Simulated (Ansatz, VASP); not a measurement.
## SrO: VASP beside Ansatz

```
CELL_PARAMETERS angstrom
2.54864 2.54864 0.00000
-2.54864 2.54864 0.00000
0.00000 2.54864 2.56766
ATOMIC_POSITIONS crystal
Sr 0.50000 0.50000 0.00000
O 0.00000 0.00000 0.00000
```

Change from the starting cell: film at in-plane strain -0.005.

Alike in both runs: task single point; functional PBEsol; k mesh 8 × 8 × 8; non-collinear spin, spin-orbit coupling.

|  | VASP | Ansatz |
| --- | --- | --- |
| version | VASP 6.6.1 | Ansatz 0.2.0 |
| potentials or method | VASP PAW PBE potentials, release 64 (Sr_sv, O), cutoff 520 eV | all-electron LAPW |
| occupations | gaussian, width 0.01 eV | fixed |

VASP gave:

* pressure (GPa): 1.4
* traceless stress, the component that is largest in VASP (GPa): -0.73

Q: Estimate Ansatz's values.

A: Pressure (GPa): 0.7; traceless stress, the component that is largest in VASP (GPa): -0.69.

VASP's potentials were made for PBE, not for PBEsol. Ansatz ran all-electron here, and VASP with PAW potentials.
